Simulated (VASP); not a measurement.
Re:

```
CELL_PARAMETERS angstrom
2.74227 0.00000 0.00000
-1.37114 2.37488 0.00000
0.00000 0.00000 4.42828
ATOMIC_POSITIONS crystal
Re 0.66667 0.33333 0.75000
Re 0.33333 0.66667 0.25000
```

Base run:

| Quantity | Value |
| --- | --- |
| Program | VASP 6.6.1 |
| Functional | RPBE |
| Dispersion | D4 |
| Potentials or basis | VASP PAW PBE potentials, release 64 (Re) |
| Cutoff | 520 eV |
| k mesh | 11 × 11 × 6 |
| Occupations | fermi-dirac, width 0.05 eV |
| Spin | no spin polarisation |

Its results: band gap on the k mesh zero (bands 7 and 8 overlap by 3.16 eV); pressure 4.4 GPa.

**Question.** The run is repeated on the same cell with these changes: functional from RPBE to r2SCAN; further incar settings from ALGO = Fast; EDIFF = 1e-07; NBANDS = 14 to ALGO = Normal; EDIFF = 1e-07; NBANDS = 14. What comes out?

**Answer.** Band gap on the k mesh zero (bands 7 and 8 overlap by 3.21 eV); pressure 5.9 GPa.

Caveats: the cell stands under pressure; the PAW data sets were made with another functional, which shifts forces and pressure a little; spin-orbit coupling is left out, which moves the levels of the heavy elements; the dispersion term is far too large for a dense solid, which distorts pressure and volume (at least some runs).
